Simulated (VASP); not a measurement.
# Cu (Fm-3m) in VASP: further runs

Cu is run at these levels: PBE; tasks: single point.

Program: VASP 6.6.1. These are calculated values, not measurements. Logs are shortened: lines on timing, memory, paths and dates and some standing lists are left out, and cuts for length are marked.

## Step 1: The cell of the first run

The structure is cubic, space group Fm-3m (No. 225). The conventional cell has a = 3.610 Å, b = 3.610 Å, c = 3.610 Å, α = 90.00°, β = 90.00°, γ = 90.00°. Cu (site symmetry m-3m) has 12 Cu at 2.55 Å within 3.4 Å.

## Step 2: Single point, PBE

INCAR reads:

```
PREC = Accurate ; ENCUT = 520
EDIFF = 1E-7 ; ISMEAR = 0
SIGMA = 0.05 ; LREAL = F
LASPH = T ; NELM = 80
ALGO = Normal ; ISIF = 2
LWAVE = F ; LCHARG = T
GGA = PE ; LELF = T
LVHAR = T ; NBANDS = 12
```

KPOINTS reads:

```
Automatic mesh
0
Gamma
  20 20 20
```

POSCAR reads:

```
Cu
1.0
    0.0000000000      1.8050000000      1.8050000000
    1.8050000000      0.0000000000      1.8050000000
    1.8050000000      1.8050000000      0.0000000000
Cu
1
Direct
    0.0000000000      0.0000000000      0.0000000000
```

Potentials or basis: VASP PAW PBE potentials, release 64 (Cu).

Run with:

```bash
> cat potpaw_PBE.64/Cu/POTCAR > POTCAR
> mpirun -np 1 vasp_std > vasp.out
```

OUTCAR:

```text
PREC = Accurate
   ENCUT = 520
   EDIFF = 1E-7
   ISMEAR = 0
   LREAL = F
   LASPH = T
   NELM = 80
   ISIF = 2
   GGA = PE

 ion  position               nearest neighbor table
   1  0.000  0.000  0.000-

  LATTYP: Found a face centered cubic cell.
 ALAT       =     3.6100000000

  Lattice vectors:

 A1 = (   0.0000000000,   1.8050000000,   1.8050000000)
 A2 = (   1.8050000000,   0.0000000000,   1.8050000000)
 A3 = (   1.8050000000,   1.8050000000,   0.0000000000)

Analysis of symmetry for initial positions (statically):
=====================================================================
 Subroutine PRICEL returns:
 Original cell was already a primitive cell.

 Routine SETGRP: Setting up the symmetry group for a
 face centered cubic supercell.

 Subroutine GETGRP returns: Found 48 space group operations
 (whereof 48 operations were pure point group operations)
 out of a pool of 48 trial point group operations.

The static configuration has the point symmetry O_h .

Analysis of symmetry for dynamics (positions and initial velocities):
=====================================================================
 Subroutine PRICEL returns:
 Original cell was already a primitive cell.

 Routine SETGRP: Setting up the symmetry group for a
 face centered cubic supercell.

 Subroutine GETGRP returns: Found 48 space group operations
 (whereof 48 operations were pure point group operations)
 out of a pool of 48 trial point group operations.

The dynamic configuration has the point symmetry O_h .

 Subroutine INISYM returns: Found 48 space group operations
 (whereof 48 operations are pure point group operations),
 and found     1 'primitive' translations

----------------------------------------------------------------------------------------

                                     Primitive cell

  volume of cell :      11.7615

  direct lattice vectors                    reciprocal lattice vectors
     0.000000000  1.805000000  1.805000000    -0.277008310  0.277008310  0.277008310
     1.805000000  0.000000000  1.805000000     0.277008310 -0.277008310  0.277008310
     1.805000000  1.805000000  0.000000000     0.277008310  0.277008310 -0.277008310

  length of vectors
     2.552655480  2.552655480  2.552655480     0.479792467  0.479792467  0.479792467

  position of ions in fractional coordinates (direct lattice)
     0.000000000  0.000000000  0.000000000

  ion indices of the primitive-cell ions
   primitive index   ion index
                 1           1

----------------------------------------------------------------------------------------

 KPOINTS: Automatic mesh

Automatic generation of k-mesh.
 Grid dimensions read from file:
 generate k-points for:   20   20   20

 Generating k-lattice:

  Cartesian coordinates                     Fractional coordinates (reciprocal lattice)
    -0.013850416  0.013850416  0.013850416     0.050000000  0.000000000  0.000000000
     0.013850416 -0.013850416  0.013850416     0.000000000  0.050000000  0.000000000
     0.013850416  0.013850416 -0.013850416     0.000000000  0.000000000  0.050000000

  Length of vectors
     0.023989623  0.023989623  0.023989623

  Shift w.r.t. Gamma in fractional coordinates (k-lattice)
     0.000000000  0.000000000  0.000000000

 Subroutine IBZKPT returns following result:
 ===========================================

 Found    256 irreducible k-points:

 Following reciprocal coordinates:
            Coordinates               Weight
  0.000000  0.000000  0.000000      1.000000
  0.050000  0.000000  0.000000      8.000000
  0.100000  0.000000  0.000000      8.000000
  0.150000  0.000000  0.000000      8.000000
  0.200000  0.000000  0.000000      8.000000
  0.250000  0.000000  0.000000      8.000000
[... 16 lines left out ...]
 -0.400000  0.050000  0.000000     24.000000
 -0.350000  0.050000  0.000000     24.000000
 [... further k-points ...]
   k-points           NKPTS =    256   k-points in BZ     NKDIM =    256   number of bands    NBANDS=     12
   number of dos      NEDOS =    301   number of ions     NIONS =      1
   total plane-waves  NPLWV =   8000
   dimension x,y,z NGX =    20 NGY =   20 NGZ =   20
   dimension x,y,z NGXF=    40 NGYF=   40 NGZF=   40
   ions per type =               1
   NGX,Y,Z   is equivalent  to a cutoff of  13.03, 13.03, 13.03 a.u.
   NGXF,Y,Z  is equivalent  to a cutoff of  26.05, 26.05, 26.05 a.u.
 SYSTEM =  unknown system
   PREC   = accura    normal or accurate (medium, high low for compatibility)
   ISTART =      0    job   : 0-new  1-cont  2-samecut
   ICHARG =      2    charge: 1-file 2-atom 10-const
   ISPIN  =      1    spin polarized calculation?
   LNONCOLLINEAR =      F non collinear calculations
   LSORBIT =      F    spin-orbit coupling
   LASPH  =      T    aspherical Exc in radial PAW
   ENCUT  =  520.0 eV  38.22 Ry    6.18 a.u.   4.75  4.75  4.75*2*pi/ulx,y,z
   NELM   =     80;   NELMIN=  2; NELMDL= -5     # of ELM steps
   EDIFF  = 0.1E-06   stopping-criterion for ELM
   LREAL  =      F    real-space projection
   EDIFFG = 0.1E-05   stopping-criterion for IOM
   NSW    =      0    number of steps for IOM
   IBRION =     -1    ionic relax: 0-MD 1-quasi-New 2-CG
   NFREE  =      0    steps in history (QN), initial steepest desc. (CG)
   ISIF   =      2    stress and relaxation
   ISYM   =      2    0-nonsym 1-usesym 2-fastsym
   POTIM  = 0.5000    time-step for ionic-motion
   TEBEG  =    0.0;   TEEND  =   0.0 temperature during run
   PSTRESS=    0.0 pullay stress
   NELECT =      11.0000    total number of electrons
   NUPDOWN=      -1.0000    fix difference up-down
   EMIN   =  10.00;   EMAX   =-10.00  energy-range for DOS
   EFERMI =   0.00;   METHOD = LEGACY
   ISMEAR =     0;   SIGMA  =   0.05  broadening in eV -4-tet -1-fermi 0-gaus
   EFERMI_NEDOS =   21; number of points for ismear=-14 and -15
   IALGO  =     38    algorithm
   IMIX   =      4    mixing-type and parameters
     AMIX     =   0.40;   BMIX     =  1.00
     AMIX_MAG =   1.60;   BMIX_MAG =  1.00
  volume/ion in A,a.u.               =      11.76        79.37
  Fermi-wavevector in a.u.,A,eV,Ry     =   1.600977  3.025409 34.873480  2.563128
  Thomas-Fermi vector in A             =   2.698028
   LORBIT       =      0    0 simple, 1 ext, 2 COOP (PROOUT), +10 PAW based schemes
   GGA     = PE    functional components
   LHFCALC =     F    Hartree Fock is set to
   AEXX    =    0.0000 exact exchange contribution
   IVDW    =     0    specifies the selected vdW correction
   LEPSILON=     F    determine dielectric tensor
   LRPA    =     F    only Hartree local field effects (RPA)
 non-spin polarized calculation
 Gauss-broadening in eV      SIGMA  =   0.05
  energy-cutoff  :      520.00
  volume of cell :       11.76
 maximum number of plane-waves:       332
   NGX =  9   NGY =  9   NGZ =  9

 number of electron      11.0000003 magnetization

 Free energy of the ion-electron system (eV)
  ---------------------------------------------------
  ext. energy  EPLUGINS =         0.00000000
  ---------------------------------------------------
  free energy    TOTEN  =        -3.72675300 eV

  energy without entropy =       -3.72648082  energy(sigma->0) =       -3.72661691

 E-fermi :   7.6023     XC(G=0): -12.7498

 val. band max:        7.5985146015   @ k =   0.5000   0.2500   0.1000
 cond. band min:       7.6657952499   @ k =   0.5000   0.3500   0.1500
 fundamental gap:      0.0672806484
 Fermi energy:         7.6023251273

 k-point     1 :       0.0000    0.0000    0.0000
  band No.  band energies     occupation
      1      -1.7458      2.00000
      2       4.5989      2.00000
      3       4.5989      2.00000
      4       4.5989      2.00000
      5       5.4263      2.00000
      6       5.4263      2.00000
      7      30.2645      0.00000
      8      32.9412      0.00000
      9      32.9413      0.00000
     10      32.9413      0.00000
     11      35.4366      0.00000
     12      35.4366      0.00000

 k-point     2 :       0.0500    0.0000    0.0000
  band No.  band energies     occupation
      1      -1.6543      2.00000
      2       4.5792      2.00000
      3       4.6164      2.00000
      4       4.6164      2.00000
      5       5.4192      2.00000
      6       5.4192      2.00000
      7      29.7754      0.00000
      8      31.7008      0.00000
      9      32.6347      0.00000
     10      32.6347      0.00000
     11      35.8728      0.00000
     12      35.8728      0.00000

 k-point     3 :       0.1000    0.0000    0.0000
  band No.  band energies     occupation
      1      -1.3823      2.00000
      2       4.5248      2.00000
      3       4.6634      2.00000
      4       4.6634      2.00000
      5       5.4034      2.00000
      6       5.4034      2.00000
      7      27.7617      0.00000
      8      31.0276      0.00000
      9      32.0414      0.00000
     10      32.0414      0.00000
     11      36.8231      0.00000
     12      36.8231      0.00000
[... 286 lines left out ...]
 k-point    23 :      -0.4000    0.0500    0.0000
  band No.  band energies     occupation
      1       2.4259      2.00000
      2       4.5742      2.00000
      3       4.6208      2.00000
      4       5.3247      2.00000
      5       5.8735      2.00000
      6       6.3413      2.00000
      7      13.0901      0.00000
      8      27.5387      0.00000
      9      29.4656      0.00000
     10      30.1478      0.00000
     11      33.0795      0.00000
     12      34.4641      0.00000

 k-point    24 :      -0.3500    0.0500    0.0000
  band No.  band energies     occupation
      1       2.0763      2.00000
      2       4.6250      2.00000
      3       4.6652      2.00000
      4       4.7974      2.00000
      5       5.7438      2.00000
      6       6.0277      2.00000
      7      14.9430      0.00000
      8      27.4787      0.00000
      9      29.8660      0.00000
     10      30.8686      0.00000
     11      33.1623      0.00000
     12      34.9105      0.00000

 [... further k-points ...]
[... 5 lines left out ...]
  --------------------------------------------------------------------------------------
  -------------------------------------------------------------------------------------
  Total        0.2146073      0.2146073      0.2146073     -0.0000000     -0.0000000      0.0000000
  in kB       29.2343466     29.2343466     29.2343466     -0.0000000     -0.0000000      0.0000000
  external PRESSURE =      29.2343466 kB  Pullay stress =       0.0000000 kB

 VOLUME and BASIS-vectors are now :
 -----------------------------------------------------------------------------
  energy-cutoff  :      520.00
  volume of cell :       11.76
      direct lattice vectors                 reciprocal lattice vectors
     0.000000000  1.805000000  1.805000000    -0.277008310  0.277008310  0.277008310
     1.805000000  0.000000000  1.805000000     0.277008310 -0.277008310  0.277008310
     1.805000000  1.805000000  0.000000000     0.277008310  0.277008310 -0.277008310

 POSITION                                       TOTAL-FORCE (eV/Angst)
 -----------------------------------------------------------------------------------
      0.00000      0.00000      0.00000        -0.000000     -0.000000     -0.000000
 -----------------------------------------------------------------------------------
    total drift:                                0.000000      0.000000      0.000000

  FREE ENERGIE OF THE ION-ELECTRON SYSTEM (eV)
  ---------------------------------------------------
  free  energy   TOTEN  =        -3.7267530024 eV

  energy  without entropy=       -3.7264808194  energy(sigma->0) =       -3.72661691
```

Wall time 58 s (1 thread of Intel Xeon 8259CL, shared host); peak memory 0.15 GiB.

Results:

```yaml
Free_energy: -3.7268 eV
Pressure: 2.9 GPa
```

## Step 3: Single point, PBE

This run uses another cell than the first one, of 11.95 Å³/atom, 1.016 times its volume.

INCAR reads:

```
ALGO = Normal ; EDIFF = 1E-6
ENCUT = 520 ; GGA = PE
ISIF = 2 ; ISMEAR = 0
LASPH = T ; LCHARG = F
LREAL = F ; LWAVE = F
NBANDS = 12 ; NELM = 80
PREC = Accurate ; SIGMA = 0.05
```

KPOINTS reads:

```
k-points
0
Gamma
  20 20 20
```

POSCAR reads:

```
Cu
1.0
    0.0000000000      1.8146014623      1.8146014623
    1.8146014623      0.0000000000      1.8146014623
    1.8146014623      1.8146014623      0.0000000000
Cu
1
Direct
    0.0000000000      0.0000000000      0.0000000000
```

Potentials or basis: VASP PAW PBE potentials, release 64 (Cu).

Run with:

```bash
> cat potpaw_PBE.64/Cu/POTCAR > POTCAR
> mpirun -np 1 vasp_std > vasp.out
```

Wall time 54 s (1 thread of Intel Xeon 8259CL, shared host); peak memory 0.15 GiB.

It converged, with:

```yaml
Free_energy: -3.7289 eV
Pressure: 0.6 GPa
```

Levels at points of the mesh, in eV from the Fermi level:
```tsv
k point	band 3	band 4	band 5	band 6	band 7	band 8	band 9	band 10
(0.00, 0.00, 0.00)	-2.95	-2.95	-2.15	-2.15	22.54	25.09	25.09	25.09
(0.50, 0.00, 0.00)	-2.98	-1.59	-1.59	-0.93	3.74	21.03	21.93	21.93
(0.50, 0.50, 0.00)	-1.61	-1.45	-1.45	1.54	7.07	13.03	13.03	17.49
```

## Step 4: Single point, PBE

This run uses another cell than the first one, of 11.95 Å³/atom, 1.016 times its volume.

INCAR is that of step 3.

KPOINTS is that of step 3.

POSCAR reads:

```
Cu
1.0
    0.0000000000      1.8146014622      1.8146014622
    1.8146014622      0.0000000000      1.8146014622
    1.8146014622      1.8146014622      0.0000000000
Cu
1
Direct
    0.0000000000      0.0000000000      0.0000000000
```

Potentials or basis: VASP PAW PBE potentials, release 64 (Cu).

Run with:

```bash
> cat potpaw_PBE.64/Cu/POTCAR > POTCAR
> mpirun -np 1 vasp_std > vasp.out
```

OUTCAR:

```text
EDIFF = 1E-6
   ENCUT = 520
   GGA = PE
   ISIF = 2
   ISMEAR = 0
   LASPH = T
   LREAL = F
   NELM = 80
   PREC = Accurate

 ion  position               nearest neighbor table
   1  0.000  0.000  0.000-

  LATTYP: Found a face centered cubic cell.
 ALAT       =     3.6292029244

  Lattice vectors:

 A1 = (   0.0000000000,   1.8146014622,   1.8146014622)
 A2 = (   1.8146014622,   0.0000000000,   1.8146014622)
 A3 = (   1.8146014622,   1.8146014622,   0.0000000000)

Analysis of symmetry for initial positions (statically):
=====================================================================
 Subroutine PRICEL returns:
 Original cell was already a primitive cell.

 Routine SETGRP: Setting up the symmetry group for a
 face centered cubic supercell.

 Subroutine GETGRP returns: Found 48 space group operations
 (whereof 48 operations were pure point group operations)
 out of a pool of 48 trial point group operations.

The static configuration has the point symmetry O_h .

Analysis of symmetry for dynamics (positions and initial velocities):
=====================================================================
 Subroutine PRICEL returns:
 Original cell was already a primitive cell.

 Routine SETGRP: Setting up the symmetry group for a
 face centered cubic supercell.

 Subroutine GETGRP returns: Found 48 space group operations
 (whereof 48 operations were pure point group operations)
 out of a pool of 48 trial point group operations.

The dynamic configuration has the point symmetry O_h .

 Subroutine INISYM returns: Found 48 space group operations
 (whereof 48 operations are pure point group operations),
 and found     1 'primitive' translations

----------------------------------------------------------------------------------------

                                     Primitive cell

  volume of cell :      11.9502

  direct lattice vectors                    reciprocal lattice vectors
     0.000000000  1.814601462  1.814601462    -0.275542597  0.275542597  0.275542597
[... 106 lines left out ...]
  Fermi-wavevector in a.u.,A,eV,Ry     =   1.592506  3.009400 34.505410  2.536076
  Thomas-Fermi vector in A             =   2.690881
   LORBIT       =      0    0 simple, 1 ext, 2 COOP (PROOUT), +10 PAW based schemes
   GGA     = PE    functional components
   LHFCALC =     F    Hartree Fock is set to
   AEXX    =    0.0000 exact exchange contribution
   IVDW    =     0    specifies the selected vdW correction
   LEPSILON=     F    determine dielectric tensor
   LRPA    =     F    only Hartree local field effects (RPA)
 non-spin polarized calculation
 Gauss-broadening in eV      SIGMA  =   0.05
  energy-cutoff  :      520.00
  volume of cell :       11.95
 maximum number of plane-waves:       332
   NGX =  9   NGY =  9   NGZ =  9

 number of electron      10.9999998 magnetization

 Free energy of the ion-electron system (eV)
  ---------------------------------------------------
  ext. energy  EPLUGINS =         0.00000000
  ---------------------------------------------------
  free energy    TOTEN  =        -3.72890688 eV

  energy without entropy =       -3.72860677  energy(sigma->0) =       -3.72875682

 E-fermi :   7.4034     XC(G=0): -12.6575

 val. band max:        7.3953659676   @ k =   0.5000   0.2500   0.1000
 cond. band min:       7.4611670790   @ k =   0.5000   0.3500   0.1500
 fundamental gap:      0.0658011114
 Fermi energy:         7.4033602861

 k-point     1 :       0.0000    0.0000    0.0000
  band No.  band energies     occupation
      1      -1.8214      2.00000
      2       4.4508      2.00000
      3       4.4508      2.00000
      4       4.4508      2.00000
      5       5.2580      2.00000
      6       5.2580      2.00000
      7      29.9404      0.00000
      8      32.4936      0.00000
      9      32.4936      0.00000
     10      32.4936      0.00000
     11      34.9768      0.00000
     12      34.9768      0.00000
[... 331 lines left out ...]
 k-point    24 :      -0.3500    0.0500    0.0000
  band No.  band energies     occupation
      1       1.9685      2.00000
      2       4.4768      2.00000
      3       4.5159      2.00000
      4       4.6519      2.00000
      5       5.5681      2.00000
      6       5.8469      2.00000
      7      14.6526      0.00000
      8      27.0989      0.00000
      9      29.4956      0.00000
     10      30.4078      0.00000
     11      32.7382      0.00000
     12      34.4600      0.00000

 [... further k-points ...]
[... 5 lines left out ...]
  --------------------------------------------------------------------------------------
  -------------------------------------------------------------------------------------
  Total        0.0468255      0.0468255      0.0468255      0.0000000      0.0000000      0.0000000
  in kB        6.2779707      6.2779707      6.2779707      0.0000000      0.0000000      0.0000000
  external PRESSURE =       6.2779707 kB  Pullay stress =       0.0000000 kB

 VOLUME and BASIS-vectors are now :
 -----------------------------------------------------------------------------
  energy-cutoff  :      520.00
  volume of cell :       11.95
      direct lattice vectors                 reciprocal lattice vectors
     0.000000000  1.814601462  1.814601462    -0.275542597  0.275542597  0.275542597
     1.814601462  0.000000000  1.814601462     0.275542597 -0.275542597  0.275542597
     1.814601462  1.814601462  0.000000000     0.275542597  0.275542597 -0.275542597

 POSITION                                       TOTAL-FORCE (eV/Angst)
 -----------------------------------------------------------------------------------
      0.00000      0.00000      0.00000        -0.000000      0.000000      0.000000
 -----------------------------------------------------------------------------------
    total drift:                                0.000000      0.000000      0.000000

  FREE ENERGIE OF THE ION-ELECTRON SYSTEM (eV)
  ---------------------------------------------------
  free  energy   TOTEN  =        -3.7289068761 eV

  energy  without entropy=       -3.7286067718  energy(sigma->0) =       -3.72875682
```

Run time: 19 s. Hardware: 1 thread of Intel Xeon 6975P-C, shared host; peak memory 0.15 GiB.

Results:

| Quantity | Value |
| --- | --- |
| Free energy | -3.7289 eV |
| Pressure | 0.6 GPa |
